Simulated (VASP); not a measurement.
Li7H6Br2O6 (a cell with a defect), 21 atoms in the cell. The cell holds a defect, 21 atoms: a = 5.596 Å, b = 7.808 Å, c = 6.691 Å, α = 90.00°, β = 94.02°, γ = 90.00°. 

```yaml
Program: VASP 6.6.1
Task: molecular dynamics
Functional: PBE
Potentials_or_basis: VASP PAW PBE potentials, release 64 (Li_sv, H, Br, O)
Cutoff: 520 eV
k_mesh: 2 × 1 × 1
Occupations: fermi-dirac, width 0.002 eV
Spin: no spin polarisation
Dipole_correction: no
Charge: -1
Further_INCAR_settings: LREAL = Auto; ALGO = Normal; EDIFF = 1e-05; ISYM = 0; IBRION = 0; POTIM = 0.5; NSW = 40; NELECT = 78.0
```

Potentials or basis: VASP PAW PBE potentials, release 64 (Li_sv, H, Br, O).

Command:

```console
$ cat potpaw_PBE.64/Li_sv/POTCAR potpaw_PBE.64/H/POTCAR potpaw_PBE.64/Br/POTCAR potpaw_PBE.64/O/POTCAR > POTCAR
$ mpirun -np 1 vasp_std > vasp.out
```

Hardware: 1 thread of Intel(R) Xeon(R) Platinum 8259CL CPU @ 2.50GHz (Skylake/Cascade Lake), with other jobs on the host.

Q: Estimate the wall time of this run.

A: Wall time 24 min on 1 thread of Intel(R) Xeon(R) Platinum 8259CL CPU @ 2.50GHz (Skylake/Cascade Lake) (shared host), peak memory 0.41 GiB. Counts: scf iterations 192, k points 2, ion steps 40.
